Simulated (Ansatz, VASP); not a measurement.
**One calculation of Al, two programs**

File INCAR:

```
ALGO = Normal ; DIPOL = 0.5 0.5 0.500
EDIFF = 1E-6 ; ENCUT = 520
GGA = PS ; IDIPOL = 3
ISIF = 2 ; ISMEAR = 0
LASPH = True ; LCHARG = False
LDIPOL = True ; LREAL = False
LWAVE = False ; NBANDS = 22
NELM = 100 ; PREC = Accurate
SIGMA = 1.5
```

The input KPOINTS:

```
k-points
0
Gamma
  12 9 1
```

POSCAR

```
Al
1.0
    2.8394270062      0.0000000000      0.0000000000
    0.0000000000      4.0155561815      0.0000000000
    0.0000000000      0.0000000000     24.9379945217
Al
8
Direct
    0.5000000000      0.5000000000      0.3007459158
    0.0000000000      0.0000000000      0.3576756541
    0.5000000000      0.5000000000      0.4146053925
    0.0000000000      0.0000000000      0.4715351308
    0.5000000000      0.5000000000      0.5284648692
    0.0000000000      0.0000000000      0.5853946075
    0.5000000000      0.5000000000      0.6423243459
    0.0000000000      0.0000000000      0.6992540842
```

Input for Ansatz:

```yaml
crystal:
  lattice:
    - [2.8394270062, 0.0, 0.0]
    - [0.0, 4.0155561815, 0.0]
    - [0.0, 0.0, 24.9379945217]
  atoms:
    - { symbol: Al, position: [0.5, 0.5, 0.3007459158] }
    - { symbol: Al, position: [0.0, 0.0, 0.3576756541] }
    - { symbol: Al, position: [0.5, 0.5, 0.4146053925] }
    - { symbol: Al, position: [0.0, 0.0, 0.4715351308] }
    - { symbol: Al, position: [0.5, 0.5, 0.5284648692] }
    - { symbol: Al, position: [0.0, 0.0, 0.5853946075] }
    - { symbol: Al, position: [0.5, 0.5, 0.6423243459] }
    - { symbol: Al, position: [0.0, 0.0, 0.6992540842] }
basis:
  ecutwfc: 420
kpoints:
  mp_grid: { grid: [12, 9, 1] }
hamiltonian:
  xc: pbesol
scf:
  occupations: { method: gaussian, width: 1.5 }
output:
  forces: true
  stress: true
  eigenvalues: true
efield:
  axis: 3
  dipole_correction: true
  ramp_width: 0.04
```

Alike in both runs: task single point; functional PBEsol; k mesh 12 × 9 × 1; occupations gaussian, width 1.5 eV; no spin polarisation.

```csv
,VASP,Ansatz
version,VASP 6.6.1,Ansatz 0.2.0
potentials or method,"VASP PAW PBE potentials, release 64 (Al), cutoff 520 eV","scalar-relativistic, plane waves, PAW"
valence electrons in the cell,24,24
```

|  | VASP | Ansatz | Ansatz less VASP |
| --- | --- | --- | --- |
| gap on the k mesh at the Fermi level (eV) | none | none | - |
| rms of the force components (eV/Å) | 0.070 | 0.070 | +0.0002 |

VASP's potentials were made for PBE, not for PBEsol. Atom by atom the forces differ by 0.001 eV/Å (rms over components). A gap of «none» marks a metal or a gap that the smearing closes. The functional is the same, so the differences come from potentials, cutoffs and numerics.
